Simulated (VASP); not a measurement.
# I: single point with PBE

The system is I.

```
CELL_PARAMETERS angstrom
4.20520 0.00000 0.00000
-2.10260 3.64181 0.00000
0.00000 0.00000 2.91204
ATOMIC_POSITIONS crystal
I 0.00000 0.00000 0.00000
```

This cell differs from its parent crystal: volume scaled by 0.85.

| Item | Value |
| --- | --- |
| Program | VASP 6.6.1 |
| Task | single point |
| Functional | PBE |
| Potentials or basis | VASP PAW PBE potentials, release 64 (I) |
| Cutoff | 520 eV |
| k mesh | 12 × 12 × 12 |
| Occupations | fermi-dirac, width 0.08 eV |
| Spin | no spin polarisation |

* Pressure: 0.9 GPa

Stress tensor (GPa, compression positive):
```
0.97 0.00 0.00
0.00 0.97 0.00
0.00 0.00 0.82
```

Levels at points of the mesh, in eV from the Fermi level:
```tsv
k point	band 1	band 2	band 3	band 4	band 5	band 6	band 7
(0.00, 0.00, 0.00)	-13.63	-1.55	-1.55	3.40	4.30	7.93	7.93
(0.50, 0.00, 0.00)	-13.33	-3.71	-2.06	3.62	5.02	10.17	10.66
(0.00, 0.00, 0.50)	-11.06	-5.75	0.41	0.41	8.36	8.51	8.51
(0.50, 0.00, 0.50)	-10.76	-5.43	-1.41	-0.02	4.68	7.57	8.46
```

Run time: 54 s on 1 thread of AMD EPYC 7R43 64-Core Processor (Zen 3), on a shared host, peak memory 0.16 GiB.

Caveat: spin-orbit coupling is left out, which moves the levels of the heavy elements; an odd number of electrons without spin polarisation forces a metal; a magnetic or distorted state may lie lower.
